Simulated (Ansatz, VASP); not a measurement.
**One calculation of LiF, two programs**

```
Li F
1.0
     0.00000    2.18790    1.70656
     2.18790    0.00000    1.70656
     2.18790    2.18790    0.00000
Li F
1 1
Direct
  0.00000 0.00000 0.00000
  0.50000 0.50000 0.50000
```

Alike in both runs: task single point; functional PBE; k mesh 12 × 12 × 12; occupations gaussian, width 0.05 eV; no spin polarisation.

```csv
,VASP,Ansatz
version,VASP 6.6.1,Ansatz 0.2.0
potentials or method,"VASP PAW PBE potentials, release 64 (Li_sv, F), cutoff 520 eV","scalar-relativistic, plane waves, PAW"
valence electrons in the cell,10,10
```

|  | VASP | Ansatz | Ansatz less VASP |
| --- | --- | --- | --- |
| gap on the k mesh at the Fermi level (eV) | 8.68 | 8.69 | +0.011 |
| least direct gap on the mesh (eV) | 8.68 | 8.69 | +0.011 |

Noted on VASP's run: the cutoff is short for stress, so the pressure is rough.
